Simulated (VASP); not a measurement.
Crystal: BeS.

```
Be S
1.0
     0.00000    2.42500    2.42500
     2.42500    0.00000    2.42500
     2.42500    2.42500    0.00000
Be S
1 1
Cartesian
  0.0000 0.0000 0.0000
  3.6375 3.6375 3.6375
```

Program: VASP 6.6.1. Alike in all runs: task single point; potentials or basis VASP PAW PBE potentials, release 64 (Be, S); no spin polarisation; cell as given; k mesh 8 × 8 × 8; cutoff (eV) 600; smearing gaussian 0.05 eV.

**Question.** Order these runs on this cell by their pressure, lowest first.
A. level PBEsol
B. level revPBE
C. level BLYP+D3(BJ)

**Answer.** C (-3.3 GPa), A (-0.5 GPa), B (3.4 GPa).

Caveats: the PAW data sets were made with another functional, which shifts forces and pressure a little.
